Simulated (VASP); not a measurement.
# GaSb (F-43m) in VASP: further runs

Aim: see how the results for GaSb move with the level of theory and the settings. Levels: PBE, r2SCAN. Tasks: single point.

Everything below comes from runs of VASP 6.6.1. Logs are shortened: lines on timing, memory, paths and dates and some standing lists are left out, and cuts for length are marked.

## (1) The cell of the first run

Symmetry: F-43m, No. 216, cubic system. The conventional cell has a = 6.132 Å, b = 6.132 Å, c = 6.132 Å, α = 90.00°, β = 90.00°, γ = 90.00°. Ga (site symmetry -43m) has 4 Sb at 2.66 Å within 3.5 Å. Within 3.5 Å of Sb (site symmetry -43m) lie 4 Ga at 2.66 Å.

## (2) Single point, PBE

The input, INCAR:

```
SYSTEM = GaSb
PREC = Accurate
ENCUT = 520
EDIFF = 1E-6
ISMEAR = -1
SIGMA = 0.02
LREAL = .False.
LASPH = .True.
NELM = 100
ALGO = Normal
ISIF = 2
LWAVE = .False.
LCHARG = .False.
GGA = PE
NBANDS = 16
```

The input, KPOINTS:

```
Automatic mesh
0
Gamma
  6 6 6
  0 0 0
```

The input, POSCAR:

```
GaSb
1.0
    0.0000000000      3.0658788003      3.0658788003
    3.0658788003      0.0000000000      3.0658788003
    3.0658788003      3.0658788003      0.0000000000
Ga Sb
1 1
Direct
    0.0000000000      0.0000000000      0.0000000000
    0.2500000000      0.2500000000      0.2500000000
```

Potentials or basis: VASP PAW PBE potentials, release 64 (Ga_d, Sb).

On the command line:

```console
cat potpaw_PBE.64/Ga_d/POTCAR potpaw_PBE.64/Sb/POTCAR > POTCAR
mpirun -np 1 vasp_std > vasp.out
```

OUTCAR:

```text
SYSTEM = GaSb
   PREC = Accurate
   ENCUT = 520
   EDIFF = 1E-6
   ISMEAR = -1
   LREAL = .False.
   LASPH = .True.
   NELM = 100
   ISIF = 2
   GGA = PE

 ion  position               nearest neighbor table
   1  0.000  0.000  0.000-   2 2.66   2 2.66   2 2.66   2 2.66
   2  0.250  0.250  0.250-   1 2.66   1 2.66   1 2.66   1 2.66

  LATTYP: Found a face centered cubic cell.
 ALAT       =     6.1317576006

  Lattice vectors:

 A1 = (   0.0000000000,   3.0658788003,   3.0658788003)
 A2 = (   3.0658788003,   0.0000000000,   3.0658788003)
 A3 = (   3.0658788003,   3.0658788003,   0.0000000000)

Analysis of symmetry for initial positions (statically):
=====================================================================
 Subroutine PRICEL returns:
 Original cell was already a primitive cell.

 Routine SETGRP: Setting up the symmetry group for a
 face centered cubic supercell.

 Subroutine GETGRP returns: Found 24 space group operations
 (whereof 24 operations were pure point group operations)
 out of a pool of 48 trial point group operations.

The static configuration has the point symmetry T_d .

Analysis of symmetry for dynamics (positions and initial velocities):
=====================================================================
 Subroutine PRICEL returns:
 Original cell was already a primitive cell.

 Routine SETGRP: Setting up the symmetry group for a
 face centered cubic supercell.

 Subroutine GETGRP returns: Found 24 space group operations
 (whereof 24 operations were pure point group operations)
 out of a pool of 48 trial point group operations.

The dynamic configuration has the point symmetry T_d .

 Subroutine INISYM returns: Found 24 space group operations
 (whereof 24 operations are pure point group operations),
 and found     1 'primitive' translations

----------------------------------------------------------------------------------------

                                     Primitive cell

  volume of cell :      57.6361

  direct lattice vectors                    reciprocal lattice vectors
     0.000000000  3.065878800  3.065878800    -0.163085377  0.163085377  0.163085377
     3.065878800  0.000000000  3.065878800     0.163085377 -0.163085377  0.163085377
     3.065878800  3.065878800  0.000000000     0.163085377  0.163085377 -0.163085377

  length of vectors
     4.335807380  4.335807380  4.335807380     0.282472159  0.282472159  0.282472159

  position of ions in fractional coordinates (direct lattice)
     0.000000000  0.000000000  0.000000000
     0.250000000  0.250000000  0.250000000

  ion indices of the primitive-cell ions
   primitive index   ion index
                 1           1
                 2           2

----------------------------------------------------------------------------------------

 KPOINTS: Automatic mesh

Automatic generation of k-mesh.
 Grid dimensions read from file:
 generate k-points for:    6    6    6

 Generating k-lattice:

  Cartesian coordinates                     Fractional coordinates (reciprocal lattice)
    -0.027180896  0.027180896  0.027180896     0.166666667  0.000000000  0.000000000
     0.027180896 -0.027180896  0.027180896     0.000000000  0.166666667  0.000000000
     0.027180896  0.027180896 -0.027180896     0.000000000  0.000000000  0.166666667

  Length of vectors
     0.047078693  0.047078693  0.047078693

  Shift w.r.t. Gamma in fractional coordinates (k-lattice)
     0.000000000  0.000000000  0.000000000

 Subroutine IBZKPT returns following result:
 ===========================================

 Found     16 irreducible k-points:

 Following reciprocal coordinates:
            Coordinates               Weight
  0.000000  0.000000  0.000000      1.000000
  0.166667  0.000000  0.000000      8.000000
  0.333333  0.000000  0.000000      8.000000
  0.500000  0.000000  0.000000      4.000000
  0.166667  0.166667  0.000000      6.000000
  0.333333  0.166667  0.000000     24.000000
[... 8 lines left out ...]
 -0.333333  0.333333  0.166667     24.000000
 -0.333333  0.500000  0.166667     12.000000
   k-points           NKPTS =     16   k-points in BZ     NKDIM =     16   number of bands    NBANDS=     16
   number of dos      NEDOS =    301   number of ions     NIONS =      2
   total plane-waves  NPLWV =  32768
   dimension x,y,z NGX =    32 NGY =   32 NGZ =   32
   dimension x,y,z NGXF=    64 NGYF=   64 NGZF=   64
   ions per type =               1   1
   NGX,Y,Z   is equivalent  to a cutoff of  12.27, 12.27, 12.27 a.u.
   NGXF,Y,Z  is equivalent  to a cutoff of  24.54, 24.54, 24.54 a.u.
 SYSTEM =  GaSb
   PREC   = accura    normal or accurate (medium, high low for compatibility)
   ISTART =      0    job   : 0-new  1-cont  2-samecut
   ICHARG =      2    charge: 1-file 2-atom 10-const
   ISPIN  =      1    spin polarized calculation?
   LNONCOLLINEAR =      F non collinear calculations
   LSORBIT =      F    spin-orbit coupling
   LASPH  =      T    aspherical Exc in radial PAW
   ENCUT  =  520.0 eV  38.22 Ry    6.18 a.u.   8.06  8.06  8.06*2*pi/ulx,y,z
   NELM   =    100;   NELMIN=  2; NELMDL= -5     # of ELM steps
   EDIFF  = 0.1E-05   stopping-criterion for ELM
   LREAL  =      F    real-space projection
   EDIFFG = 0.1E-04   stopping-criterion for IOM
   NSW    =      0    number of steps for IOM
   IBRION =     -1    ionic relax: 0-MD 1-quasi-New 2-CG
   NFREE  =      0    steps in history (QN), initial steepest desc. (CG)
   ISIF   =      2    stress and relaxation
   ISYM   =      2    0-nonsym 1-usesym 2-fastsym
   POTIM  = 0.5000    time-step for ionic-motion
   TEBEG  =    0.0;   TEEND  =   0.0 temperature during run
   PSTRESS=    0.0 pullay stress
   NELECT =      18.0000    total number of electrons
   NUPDOWN=      -1.0000    fix difference up-down
   EMIN   =  10.00;   EMAX   =-10.00  energy-range for DOS
   EFERMI =   0.00;   METHOD = LEGACY
   ISMEAR =    -1;   SIGMA  =   0.02  broadening in eV -4-tet -1-fermi 0-gaus
   EFERMI_NEDOS =   21; number of points for ismear=-14 and -15
   IALGO  =     38    algorithm
   IMIX   =      4    mixing-type and parameters
     AMIX     =   0.40;   BMIX     =  1.00
     AMIX_MAG =   1.60;   BMIX_MAG =  1.00
  volume/ion in A,a.u.               =      28.82       194.47
  Fermi-wavevector in a.u.,A,eV,Ry     =   1.110710  2.098938 16.785191  1.233677
[... 46 lines left out ...]
      2     -10.2143      2.00000
      3     -10.2143      2.00000
      4     -10.1691      2.00000
      5     -10.1691      2.00000
      6      -6.3412      2.00000
[... 8 lines left out ...]
     15      12.4061      0.00000
     16      12.4061      0.00000

 k-point     3 :       0.3333    0.0000    0.0000
  band No.  band energies     occupation
      1     -10.2375      2.00000
      2     -10.2091      2.00000
      3     -10.2091      2.00000
      4     -10.1690      2.00000
      5     -10.1690      2.00000
      6      -5.5969      2.00000
[... 8 lines left out ...]
     15      12.9017      0.00000
     16      12.9017      0.00000

 k-point     4 :       0.5000    0.0000    0.0000
  band No.  band energies     occupation
      1     -10.2441      2.00000
      2     -10.2069      2.00000
      3     -10.2069      2.00000
      4     -10.1685      2.00000
      5     -10.1685      2.00000
      6      -5.0127      2.00000
[... 8 lines left out ...]
     15      14.6769      0.00000
     16      14.6769      0.00000

 k-point     5 :       0.1667    0.1667    0.0000
  band No.  band energies     occupation
      1     -10.2294      2.00000
      2     -10.2115      2.00000
      3     -10.2115      2.00000
      4     -10.1712      2.00000
      5     -10.1678      2.00000
      6      -6.2457      2.00000
[... 8 lines left out ...]
     15      12.3560      0.00000
     16      13.7397      0.00000

 k-point     6 :       0.3333    0.1667    0.0000
  band No.  band energies     occupation
      1     -10.2403      2.00000
      2     -10.2068      2.00000
      3     -10.2058      2.00000
      4     -10.1727      2.00000
      5     -10.1672      2.00000
      6      -5.6389      2.00000
[... 8 lines left out ...]
     15      13.5007      0.00000
     16      13.9619      0.00000

 k-point     7 :       0.5000    0.1667    0.0000
  band No.  band energies     occupation
      1     -10.2471      2.00000
      2     -10.2047      2.00000
      3     -10.2032      2.00000
      4     -10.1715      2.00000
      5     -10.1679      2.00000
      6      -4.8788      2.00000
[... 8 lines left out ...]
     15      14.5609      0.00000
     16      14.7238      0.00000

 k-point     8 :      -0.3333    0.1667    0.0000
  band No.  band energies     occupation
      1     -10.2442      2.00000
      2     -10.2054      2.00000
      3     -10.2053      2.00000
      4     -10.1699      2.00000
      5     -10.1694      2.00000
      6      -5.1023      2.00000
[... 8 lines left out ...]
     15      13.0295      0.00000
     16      14.5619      0.00000

 k-point     9 :      -0.1667    0.1667    0.0000
  band No.  band energies     occupation
      1     -10.2337      2.00000
      2     -10.2110      2.00000
      3     -10.2089      2.00000
      4     -10.1705      2.00000
      5     -10.1685      2.00000
      6      -5.8972      2.00000
[... 8 lines left out ...]
     15      13.1333      0.00000
     16      13.2771      0.00000

 k-point    10 :       0.3333    0.3333    0.0000
  band No.  band energies     occupation
      1     -10.2511      2.00000
      2     -10.1995      2.00000
      3     -10.1995      2.00000
      4     -10.1771      2.00000
      5     -10.1658      2.00000
      6      -5.1983      2.00000
[... 8 lines left out ...]
     15      14.8049      0.00000
     16      15.3909      0.00000

 k-point    11 :       0.5000    0.3333    0.0000
  band No.  band energies     occupation
      1     -10.2559      2.00000
      2     -10.1977      2.00000
      3     -10.1964      2.00000
      4     -10.1773      2.00000
      5     -10.1660      2.00000
      6      -4.4979      2.00000
[... 8 lines left out ...]
     15      15.0929      0.00000
     16      15.5462      0.00000

 k-point    12 :      -0.3333    0.3333    0.0000
  band No.  band energies     occupation
      1     -10.2519      2.00000
      2     -10.2012      2.00000
      3     -10.1990      2.00000
      4     -10.1734      2.00000
      5     -10.1685      2.00000
      6      -4.4385      2.00000
[... 8 lines left out ...]
     15      12.8900      0.00000
     16      16.7800      0.00000

 k-point    13 :       0.5000    0.5000    0.0000
  band No.  band energies     occupation
      1     -10.2610      2.00000
      2     -10.1933      2.00000
      3     -10.1933      2.00000
      4     -10.1804      2.00000
      5     -10.1647      2.00000
      6      -4.1915      2.00000
[... 8 lines left out ...]
     15      15.5766      0.00000
     16      16.0770      0.00000

 k-point    14 :       0.5000    0.3333    0.1667
  band No.  band energies     occupation
      1     -10.2487      2.00000
      2     -10.2032      2.00000
      3     -10.2004      2.00000
      4     -10.1740      2.00000
      5     -10.1674      2.00000
      6      -4.9594      2.00000
[... 8 lines left out ...]
     15      13.8188      0.00000
     16      15.7664      0.00000

 k-point    15 :      -0.3333    0.3333    0.1667
  band No.  band energies     occupation
      1     -10.2517      2.00000
      2     -10.2025      2.00000
      3     -10.1979      2.00000
      4     -10.1733      2.00000
      5     -10.1685      2.00000
      6      -4.4372      2.00000
[... 8 lines left out ...]
     15      15.2134      0.00000
     16      15.4406      0.00000

 k-point    16 :      -0.3333    0.5000    0.1667
  band No.  band energies     occupation
      1     -10.2563      2.00000
      2     -10.1990      2.00000
      3     -10.1946      2.00000
      4     -10.1764      2.00000
      5     -10.1671      2.00000
      6      -4.1591      2.00000
[... 8 lines left out ...]
     15      14.8013      0.00000
     16      16.1418      0.00000

------------------------ aborting loop because EDIFF is reached ----------------------------------------

  FORCE on cell =-STRESS in cart. coord.  units (eV):
  Direction    XX          YY          ZZ          XY          YZ          ZX
  --------------------------------------------------------------------------------------
  -------------------------------------------------------------------------------------
  Total        0.7627043      0.7627043      0.7627043      0.0000000     -0.0000000      0.0000000
  in kB       21.2017549     21.2017549     21.2017549      0.0000000     -0.0000000      0.0000000
  external PRESSURE =      21.2017549 kB  Pullay stress =       0.0000000 kB

 VOLUME and BASIS-vectors are now :
 -----------------------------------------------------------------------------
  energy-cutoff  :      520.00
  volume of cell :       57.64
      direct lattice vectors                 reciprocal lattice vectors
     0.000000000  3.065878800  3.065878800    -0.163085377  0.163085377  0.163085377
     3.065878800  0.000000000  3.065878800     0.163085377 -0.163085377  0.163085377
     3.065878800  3.065878800  0.000000000     0.163085377  0.163085377 -0.163085377

 POSITION                                       TOTAL-FORCE (eV/Angst)
 -----------------------------------------------------------------------------------
      0.00000      0.00000      0.00000        -0.000000     -0.000000     -0.000000
      1.53294      1.53294      1.53294         0.000000      0.000000      0.000000
 -----------------------------------------------------------------------------------
    total drift:                                0.000002      0.000002      0.000002

  FREE ENERGIE OF THE ION-ELECTRON SYSTEM (eV)
  ---------------------------------------------------
  free  energy   TOTEN  =        -7.3267891481 eV

  energy  without entropy=       -7.3263770278  energy(sigma->0) =       -7.32658309
```

Run time: 7.4 s. Hardware: 1 thread of Intel Xeon 6975P-C (Granite Rapids), shared host; peak memory 0.17 GiB.

What came out:

- Free energy: -7.3268 eV
- Pressure: 2.1 GPa
- Band gap on the k mesh: zero (filled and empty bands touch)

Levels at points of the mesh, in eV from the Fermi level:
```csv
k point,band 7,band 8,band 9,band 10,band 11,band 12
"(0.00, 0.00, 0.00)",-0.03,-0.02,-0.02,-0.02,2.75,2.75
"(0.50, 0.00, 0.00)",-6.35,-1.16,-1.16,0.37,3.72,3.72
"(0.50, 0.50, 0.00)",-6.80,-2.57,-2.57,0.89,1.24,8.62
```

Caveat: spin-orbit coupling is left out, which moves the levels of the heavy elements.

## (3) Single point, r2SCAN

POSCAR is that of step 2.

The input, INCAR.step1:

```
PREC = Accurate ; ENCUT = 520
ISMEAR = -1 ; SIGMA = 0.02
LREAL = F ; LASPH = T
NELM = 80 ; NBANDS = 16
GGA = PE ; ALGO = Normal
EDIFF = 1E-4 ; LWAVE = T
LCHARG = F
```

The input, INCAR.step2:

```
PREC = Accurate ; ENCUT = 520
EDIFF = 1E-6 ; ISMEAR = -1
SIGMA = 0.02 ; LREAL = F
LASPH = T ; NELM = 80
ALGO = Normal ; ISIF = 2
LWAVE = F ; LCHARG = F
METAGGA = R2SCAN ; LMIXTAU = T
NBANDS = 16 ; ISTART = 1
```

The input, KPOINTS:

```
regular mesh
0
Gamma
  6 6 6
```

Potentials or basis: VASP PAW PBE potentials, release 64 (Ga_d, Sb).

On the command line:

```console
cat potpaw_PBE.64/Ga_d/POTCAR potpaw_PBE.64/Sb/POTCAR > POTCAR
cp INCAR.step1 INCAR
mpirun -np 1 vasp_std > vasp.out
cp INCAR.step2 INCAR
mpirun -np 1 vasp_std > vasp.out
```

Run time: 26 s. Hardware: 1 thread of Intel Xeon 6975P-C (Granite Rapids), shared host; peak memory 0.18 GiB.

Results (log left out):

| Item | Value |
| --- | --- |
| Free energy | -37.5790 eV |
| Pressure | 0.1 GPa |
| Band gap on the k mesh | 0.40 eV, direct |

Levels at points of the mesh, in eV from the valence-band top:
| k point | band 6 | band 7 | band 8 | band 9 | band 10 | band 11 | band 12 | band 13 |
| --- | --- | --- | --- | --- | --- | --- | --- | --- |
| (0.00, 0.00, 0.00) | -11.88 | 0.00 | 0.00 | 0.00 | 0.40 | 2.98 | 2.98 | 2.98 |
| (0.50, 0.00, 0.00) | -10.18 | -6.55 | -1.20 | -1.20 | 0.67 | 4.01 | 4.01 | 6.92 |
| (0.50, 0.50, 0.00) | -9.30 | -7.02 | -2.67 | -2.67 | 1.12 | 1.49 | 9.22 | 9.22 |

Caveat: the PAW data sets were made with another functional, which shifts forces and pressure a little; spin-orbit coupling is left out, which moves the levels of the heavy elements. A k mesh can miss the band edges.

## (4) Single point, r2SCAN

POSCAR is that of step 3.

The input, INCAR.step1:

```
PREC = Accurate ; ENCUT = 550
ISMEAR = -1 ; SIGMA = 0.02
LREAL = F ; LASPH = T
NELM = 120 ; NBANDS = 21
GGA = PE ; ALGO = Normal
EDIFF = 1E-5 ; LWAVE = T
LCHARG = F ; GGA_COMPAT = F
```

The input, INCAR.step2:

```
PREC = Accurate ; ENCUT = 550
EDIFF = 1E-6 ; ISMEAR = -1
SIGMA = 0.02 ; LREAL = F
LASPH = T ; NELM = 120
ALGO = Normal ; ISIF = 2
LWAVE = F ; LCHARG = F
METAGGA = R2SCAN ; LMIXTAU = T
NBANDS = 21 ; ISTART = 1
GGA_COMPAT = F
```

KPOINTS is that of step 3.

Potentials or basis: VASP PAW PBE potentials, release 64 (Ga_d, Sb_d_GW).

On the command line:

```console
cat potpaw_PBE.64/Ga_d/POTCAR potpaw_PBE.64/Sb_d_GW/POTCAR > POTCAR
cp INCAR.step1 INCAR
mpirun -np 1 vasp_std > vasp.out
cp INCAR.step2 INCAR
mpirun -np 1 vasp_std > vasp.out
```

It took 2.1 min on 1 thread of AMD EPYC 7R13 (Zen 3), shared host; peak memory 0.2 GiB.

The run converged. Its results:

| Property | Result |
| --- | --- |
| Free energy | -37.6117 eV |
| Pressure | 0.0 GPa |
| Band gap on the k mesh | 0.40 eV, direct |

Levels at points of the mesh, in eV from the valence-band top:
```tsv
k point	band 12	band 13	band 14	band 15	band 16	band 17
(0.00, 0.00, 0.00)	0.00	0.00	0.00	0.40	2.99	2.99
(0.50, 0.00, 0.00)	-6.54	-1.20	-1.20	0.67	4.03	4.03
(0.50, 0.50, 0.00)	-7.00	-2.67	-2.67	1.13	1.50	9.25
```

Caveat: the PAW data sets were made with another functional, which shifts forces and pressure a little; spin-orbit coupling is left out, which moves the levels of the heavy elements. A k mesh can miss the band edges.

## (5) Single point, PBE

The input, INCAR:

```
PREC = Accurate ; ENCUT = 500
EDIFF = 1E-6 ; ISMEAR = -1
SIGMA = 0.02 ; LREAL = F
LASPH = T ; NELM = 120
ALGO = Normal ; ISIF = 2
LWAVE = F ; LCHARG = T
GGA = PE ; LELF = T
LVHAR = T ; NBANDS = 16
GGA_COMPAT = F
```

The input, KPOINTS:

```
Automatic mesh
0
Gamma
  6 6 6
```

POSCAR is that of step 4.

Potentials or basis: VASP PAW PBE potentials, release 64 (Ga_d, Sb).

On the command line:

```console
cat potpaw_PBE.64/Ga_d/POTCAR potpaw_PBE.64/Sb/POTCAR > POTCAR
mpirun -np 1 vasp_std > vasp.out
```

It took 14 s on 1 thread of Intel Xeon 6975P-C, shared host; peak memory 0.18 GiB.

It converged, with:

```
Free energy            : -7.3267 eV
Pressure               : 2.1 GPa
Band gap on the k mesh : zero (filled and empty bands touch)
```

Levels at points of the mesh, in eV from the Fermi level:
| k point | band 7 | band 8 | band 9 | band 10 | band 11 | band 12 |
| --- | --- | --- | --- | --- | --- | --- |
| (0.00, 0.00, 0.00) | -0.03 | -0.02 | -0.02 | -0.02 | 2.75 | 2.75 |
| (0.50, 0.00, 0.00) | -6.35 | -1.16 | -1.16 | 0.37 | 3.72 | 3.72 |
| (0.50, 0.50, 0.00) | -6.80 | -2.57 | -2.57 | 0.89 | 1.24 | 8.62 |

Caveat: spin-orbit coupling is left out, which moves the levels of the heavy elements.

## (6) Summary

| level | potentials or basis | cutoff (eV) | second run | gap on the mesh (eV) | pressure (GPa) |
| --- | --- | --- | --- | --- | --- |
| PBE | VASP PAW PBE potentials, release 64 (Ga_d, Sb) | 520 | - | none | 2.1 |
| r2SCAN | VASP PAW PBE potentials, release 64 (Ga_d, Sb) | 520 | - | 0.40 | 0.1 |
| r2SCAN | VASP PAW PBE potentials, release 64 (Ga_d, Sb_d_GW) | 550 | valence_matched | 0.40 | 0.0 |
| PBE | VASP PAW PBE potentials, release 64 (Ga_d, Sb) | 500 | - | none | 2.1 |

Alike in all rows: task single point; no spin polarisation; cell as given; k mesh 6 × 6 × 6; smearing fermi-dirac 0.02 eV.

Caveats: spin-orbit coupling is left out, which moves the levels of the heavy elements; the PAW data sets were made with another functional, which shifts forces and pressure a little (some runs).

Total energies depend on the potentials used, so only differences within one code and one set of settings carry meaning.
